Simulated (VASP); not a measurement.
Crystal: W.

```
W
1.0
     3.16000    0.00000    0.00000
     0.00000    3.16000    0.00000
     0.00000    0.00000    3.16000
W
2
Direct
  0.00000 0.00000 0.00000
  0.50000 0.50000 0.50000
```

```yaml
Program: VASP 6.6.1
Task: relaxation of volume and atoms at fixed shape
Functional: PBE
Potentials_or_basis: VASP PAW PBE potentials, release 64 (W_sv)
Cutoff: 500 eV
k_mesh: 7 × 7 × 7
Occupations: methfessel-paxton, width 0.05 eV
Spin: no spin polarisation
```

At the start: pressure 8.5 GPa; volume 15.78 Å³/atom.

Question: Where does the relaxation end?

Answer: Over 4 steps the energy falls by 11.2 meV/atom and the volume is 16.20 Å³/atom (+2.7 %); space group Im-3m (No. 229, to 0.05 Å).

The path:
```tsv
step	energy change (eV)	largest force (eV/Å)	pressure (GPa)	volume (Å³)
1	0.0000	0.0000	8.54	31.55
2	0.2277	0.0000	-23.34	35.56
3	-0.0223	0.0000	-0.27	32.43
4	-0.0224	0.0000	0.00	32.41
```

Final structure:
```
W
1.0
     3.18817    0.00000    0.00000
     0.00000    3.18817    0.00000
     0.00000    0.00000    3.18817
W
2
Direct
  0.00000 0.00000 0.00000
  0.50000 0.50000 0.50000
```
